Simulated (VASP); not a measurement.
# AgI (F-43m) in VASP: a series of runs

Runs on AgI. Level: PBEsol. Tasks: vibrations by perturbation theory.

All numbers are computed with VASP 6.6.1; they aren't measurements. Logs are shortened: lines on timing, memory, paths and dates and some standing lists are left out, and cuts for length are marked.

## (1) The cell of the first run

It takes space group F-43m (No. 216, cubic). Conventional cell: a = 6.342 Å, b = 6.342 Å, c = 6.342 Å, α = 90.00°, β = 90.00°, γ = 90.00°. Ag (site symmetry -43m) has 4 I at 2.75 Å within 3.6 Å. Within 3.6 Å of I (site symmetry -43m) lie 4 Ag at 2.75 Å.

## (2) Vibrations by perturbation theory, PBEsol

File INCAR:

```
PREC     = Accurate       # precision mode
ENCUT    = 500            # plane-wave cutoff, eV
EDIFF    = 1E-8           # SCF threshold, eV
ISMEAR   = 0              # smearing method
SIGMA    = 0.01           # smearing width, eV
LREAL    = F              # projectors in reciprocal space
LASPH    = T              # aspherical terms in the spheres
NELM     = 120            # most SCF steps
ALGO     = Normal         # electronic algorithm
ISIF     = 2              # what is computed and relaxed
LWAVE    = F              # write WAVECAR
LCHARG   = T              # write CHGCAR
GGA      = PS             # functional
IBRION   = 8              # ionic algorithm
NSW      = 1              # ionic steps
GGA_COMPAT= F
```

File KPOINTS:

```
Automatic mesh
0
Gamma
  6 6 6
```

File POSCAR:

```
AgI
1.0
    3.1711844924      3.1711844924      0.0000000000
   -3.1711844924      3.1711844924      0.0000000000
    0.0000000000      3.1711844924      3.1711844924
Ag I
1 1
Direct
    0.0000000000      0.0000000000      0.0000000000
    0.7500000000      0.2500000000      0.5000000000
```

Potentials or basis: VASP PAW PBE potentials, release 64 (Ag, I).

On the command line:

```
$ cat potpaw_PBE.64/Ag/POTCAR potpaw_PBE.64/I/POTCAR > POTCAR
$ mpirun -np 1 vasp_std > vasp.out
```

OUTCAR:

```text
PREC = Accurate
   ENCUT = 500
   EDIFF = 1E-8
   ISMEAR = 0
   LREAL = F
   LASPH = T
   NELM = 120
   ISIF = 2
   GGA = PS
   IBRION = 8
   NSW = 1

 ion  position               nearest neighbor table
   1  0.000  0.000  0.000-   2 2.75   2 2.75   2 2.75   2 2.75
   2  0.750  0.250  0.500-   1 2.75   1 2.75   1 2.75   1 2.75

  LATTYP: Found a face centered cubic cell.
 ALAT       =     6.3423689848

  Lattice vectors:

 A1 = (   0.0000000000,   3.1711844924,   3.1711844924)
 A2 = (   3.1711844924,   0.0000000000,   3.1711844924)
 A3 = (   3.1711844924,   3.1711844924,   0.0000000000)

Analysis of symmetry for initial positions (statically):
=====================================================================
 Subroutine PRICEL returns:
 Original cell was already a primitive cell.

 Routine SETGRP: Setting up the symmetry group for a
 face centered cubic supercell.

 Subroutine GETGRP returns: Found 24 space group operations
 (whereof 24 operations were pure point group operations)
 out of a pool of 48 trial point group operations.

The static configuration has the point symmetry T_d .

Analysis of symmetry for dynamics (positions and initial velocities):
=====================================================================
 Subroutine PRICEL returns:
 Original cell was already a primitive cell.

 Routine SETGRP: Setting up the symmetry group for a
 face centered cubic supercell.

 Subroutine GETGRP returns: Found 24 space group operations
 (whereof 24 operations were pure point group operations)
 out of a pool of 48 trial point group operations.

The dynamic configuration has the point symmetry T_d .

 Subroutine INISYM returns: Found 24 space group operations
 (whereof 24 operations are pure point group operations),
 and found     1 'primitive' translations

----------------------------------------------------------------------------------------

                                     Primitive cell

  volume of cell :      63.7815

  direct lattice vectors                    reciprocal lattice vectors
[... 404 lines left out ...]
  energy-cutoff  :      500.00
  volume of cell :       63.78
      direct lattice vectors                 reciprocal lattice vectors
     3.171184492  3.171184492  0.000000000     0.157669792  0.157669792 -0.157669792
    -3.171184492  3.171184492  0.000000000    -0.157669792  0.157669792 -0.157669792
     0.000000000  3.171184492  3.171184492     0.000000000  0.000000000  0.315339584

 POSITION                                       TOTAL-FORCE (eV/Angst)
 -----------------------------------------------------------------------------------
      0.00000      0.00000      0.00000        -0.000000     -0.000000      0.000000
      1.58559      4.75678      1.58559         0.000000      0.000000     -0.000000
 -----------------------------------------------------------------------------------
    total drift:                               -0.000000      0.000000     -0.000000

  FREE ENERGIE OF THE ION-ELECTRON SYSTEM (eV)
  ---------------------------------------------------
  free  energy   TOTEN  =        -5.4343418976 eV

  energy  without entropy=       -5.4343418976  energy(sigma->0) =       -5.43434190

[... ionic steps 2 to 3 ...]

--------------------------------------- Ionic step        4  -------------------------------------------

------------------------ aborting loop because EDIFF is reached ----------------------------------------

[... ionic steps 5 to 6 ...]

--------------------------------------- Ionic step        7  -------------------------------------------

 Free energy of the ion-electron system (eV)
  ---------------------------------------------------
  ---------------------------------------------------
  free energy    TOTEN  =        -0.08063985 eV

  energy without entropy =       -0.08063985

------------------------ aborting loop because EDIFF is reached ----------------------------------------

 INTERNAL STRAIN TENSOR  FOR ION    2  DIRECTION 1   (eV/Angst):
 -----------------------------------------------------------------------------
     0.01062 -0.00000  0.00000
     0.00000 -0.02725  5.69856
    -0.00000  5.69856 -0.02725

 INTERNAL STRAIN TENSOR FOR ION    2 for displacements in x,y,z  (eV/Angst):
          X           Y           Z          XY          YZ          ZX
  --------------------------------------------------------------------------------
  x     0.00000    -0.00000    -0.00000     0.00000     5.69856    -0.00000
  y    -0.00000    -0.00000    -0.00000    -0.00000     0.00000     5.69856
  z    -0.00000    -0.00000     0.00000     5.69856    -0.00000    -0.00000

 SECOND DERIVATIVES (NOT SYMMETRIZED)
 ------------------------------------
               1X          1Y          1Z          2X          2Y          2Z
  1X    -3.165047    0.000000   -0.000000    3.165047   -0.000000    0.000000
  1Y    -0.000000   -3.165047    0.000000    0.000000    3.165047   -0.000000
  1Z    -0.000000    0.000000   -3.165047    0.000000   -0.000000    3.165047
  2X     3.156882    0.000000   -0.000000   -3.156882   -0.000000    0.000000
  2Y    -0.000000    3.156882    0.000000    0.000000   -3.156882   -0.000000
  2Z    -0.000000    0.000000    3.156882    0.000000   -0.000000   -3.156882

 Eigenvectors and eigenvalues of the dynamical matrix
 ----------------------------------------------------

   1 f  =    3.640177 THz    22.871907 2PiTHz  121.423239 cm-1    15.054556 meV
             X         Y         Z           dx          dy          dz
      0.000000  0.000000  0.000000    -0.735651    0.000000   -0.000000
      1.585592  4.756777  1.585592     0.677360   -0.000000    0.000000
[... 21 lines left out ...]
   6 f/i=    0.002343 THz     0.014720 2PiTHz    0.078146 cm-1     0.009689 meV
             X         Y         Z           dx          dy          dz
      0.000000  0.000000  0.000000    -0.000000    0.364462   -0.570951
      1.585592  4.756777  1.585592    -0.000000    0.395826   -0.620085

--------------------------------------------------------------------------------------------------------

 ELASTIC MODULI CONTR FROM IONIC RELAXATION (kBar)
 Direction    XX          YY          ZZ          XY          YZ          ZX
 --------------------------------------------------------------------------------
 XX          -0.0000      0.0000      0.0000      0.0000     -0.0000      0.0000
 YY           0.0000     -0.0000     -0.0000      0.0000      0.0000     -0.0000
 ZZ           0.0000     -0.0000     -0.0000     -0.0000      0.0000      0.0000
 XY           0.0000      0.0000     -0.0000   -272.1626     -0.0000     -0.0000
 YZ          -0.0000      0.0000      0.0000     -0.0000   -272.1626      0.0000
 ZX           0.0000     -0.0000      0.0000     -0.0000      0.0000   -272.1626
 --------------------------------------------------------------------------------
```

It took 94 s on 1 thread of AMD EPYC 9R45 (Zen 5), shared host; peak memory 0.27 GiB.

What came out:

```yaml
Highest_phonon_frequency_at_Γ_LO-TO_splitting_left_out: 121 cm⁻¹
```

Phonon frequencies in cm⁻¹ (negative: imaginary):
| q point | frequencies |
| --- | --- |
| (0.000, 0.000, 0.000) | 0 0 0 121 121 121 |

Caveat: the cell wasn't relaxed at this level first, which shifts response properties; spin-orbit coupling is left out, which moves the levels of the heavy elements.

[end of part 1 of 2]
